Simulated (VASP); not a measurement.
Write the native input for VASP 6.6.1 that does the following.

* Task: single point
* Functional: PBE
* Potentials or basis: VASP PAW PBE potentials, release 64 (Cu, Sn_d)
* Cutoff: 520 eV
* k mesh: 3 × 3 × 3
* Occupations: gaussian, width 0.2 eV
* Spin: no spin polarisation
* Dipole correction: no
* Further INCAR settings: ALGO = Fast; EDIFF = 1e-07; NBANDS = 99

The structure of Cu4Sn3 lies in POSCAR:

```
Cu4Sn3
1.0
    6.5008340197     -3.7262867620      0.0000000000
    6.5008340197      3.7262867620      0.0000000000
    0.0000000000      0.0000000000      5.2078833744
Cu Sn
8 6
Direct
    0.0000000000      0.0000000000      0.0000000000
    0.0000000000      0.0000000000      0.5000000000
    0.3477986155      0.3477986155      0.5000000000
    0.3477986155      0.3477986155      0.0000000000
    0.6842016991      0.3157983009      0.7500000000
    0.3157983009      0.6842016991      0.2500000000
    0.6522013845      0.6522013845      0.0000000000
    0.6522013845      0.6522013845      0.5000000000
    0.0345920156      0.3342635947      0.7500000000
    0.6657364053     -0.0345920156      0.7500000000
    0.3106976700      0.6893023300      0.7500000000
   -0.0345920156      0.6657364053      0.2500000000
    0.3342635947      0.0345920156      0.2500000000
    0.6893023300      0.3106976700      0.2500000000
```

One way to write it, as run:

INCAR

```
SYSTEM = Cu4Sn3
PREC = Accurate
ENCUT = 520
EDIFF = 1E-7
ISMEAR = 0
SIGMA = 0.2
LREAL = .False.
LASPH = .True.
NELM = 100
ALGO = Fast
ISIF = 2
LWAVE = .False.
LCHARG = .False.
GGA = PE
NBANDS = 99
```

KPOINTS

```
regular mesh
0
Gamma
  3 3 3
  0 0 0
```

Potentials or basis: VASP PAW PBE potentials, release 64 (Cu, Sn_d).

Run with:

```bash
$ cat potpaw_PBE.64/Cu/POTCAR potpaw_PBE.64/Sn_d/POTCAR > POTCAR
$ mpirun -np 1 vasp_std > vasp.out
```

Results of the run:

```yaml
Pressure: 0.5 GPa
Largest_force: 0.072 eV/Å
Band_gap_on_the_k_mesh: zero (band 86 reaches 9.89 eV, above the bottom of band 87 at 7.97 eV)
```

Caveat: the k points lie up to 0.40 Å⁻¹ apart; spin-orbit coupling is left out, which moves the levels of the heavy elements.

It took 6.7 min on 1 thread of Intel(R) Xeon(R) Platinum 8488C (Sapphire Rapids), with other jobs on the host, peak memory 0.43 GiB.
